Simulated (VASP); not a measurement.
# BaTiO3: relaxation of cell and atoms with PBEsol

BaTiO3:

```
CELL_PARAMETERS angstrom
4.00600 0.00000 0.00000
0.00000 4.00600 0.00000
0.00000 0.00000 4.00600
ATOMIC_POSITIONS crystal
Ba 0.50000 0.50000 0.50000
Ti 0.00000 0.00000 0.00000
O 0.00000 0.00000 0.50000
O 0.00000 0.50000 0.00000
O 0.50000 0.00000 0.00000
```

```json
{
 "Program": "VASP 6.6.1",
 "Task": "relaxation of cell and atoms",
 "Functional": "PBEsol",
 "Potentials or basis": "VASP PAW PBE potentials, release 64 (Ba_sv, Ti_sv, O)",
 "Cutoff": "600 eV",
 "k mesh": "7 × 7 × 7",
 "Occupations": "fermi-dirac, width 0.05 eV",
 "Spin": "no spin polarisation",
 "Dipole correction": "no",
 "Further INCAR settings": "ALGO = Normal; EDIFF = 1e-07; IBRION = 2; EDIFFG = -0.01; NSW = 60; ISIF = 3"
}
```

- Relaxed volume: 12.64 Å³/atom
- Relaxed cell: a = 3.983 Å, b = 3.983 Å, c = 3.983 Å, α = 90.00°, β = 90.00°, γ = 90.00°
- Space group after relaxing (to 0.05 Å): Pm-3m (No. 221)
- Energy gained by relaxing: 2.1 meV/atom
- Ionic steps: 3
- Pressure after relaxing: 0.0 GPa
- Band gap on the k mesh: 1.79 eV, indirect (least direct gap 1.86 eV)

The path:
```
step  energy change (eV)  largest force (eV/Å)  pressure (GPa)  volume (Å³)
   1              0.0000                0.0000           -2.95        64.29
   2              0.0003                0.0000            3.19        62.11
   3             -0.0103                0.0000           -0.01        63.19
```

Final structure:
```
Ba Ti O
1.0
     3.98311    0.00000    0.00000
     0.00000    3.98311    0.00000
     0.00000    0.00000    3.98311
Ba Ti O
1 1 3
Direct
  0.50000 0.50000 0.50000
  0.00000 0.00000 0.00000
  0.00000 0.00000 0.50000
  0.00000 0.50000 0.00000
  0.50000 0.00000 0.00000
```

Levels at points of the mesh, in eV from the valence-band top:
```
           k point  band 17  band 18  band 19  band 20  band 21  band 22  band 23  band 24
(0.00, 0.00, 0.00)    -1.07    -0.07    -0.07    -0.07     1.79     1.79     1.79     4.10
```

Run time: 80 s on 1 thread of AMD EPYC 7R13 Processor (Zen 3) (shared host), peak memory 0.19 GiB.

Caveat: the PAW data sets were made with another functional, which shifts forces and pressure a little; spin-orbit coupling is left out, which moves the levels of the heavy elements. A k mesh can miss the band edges.
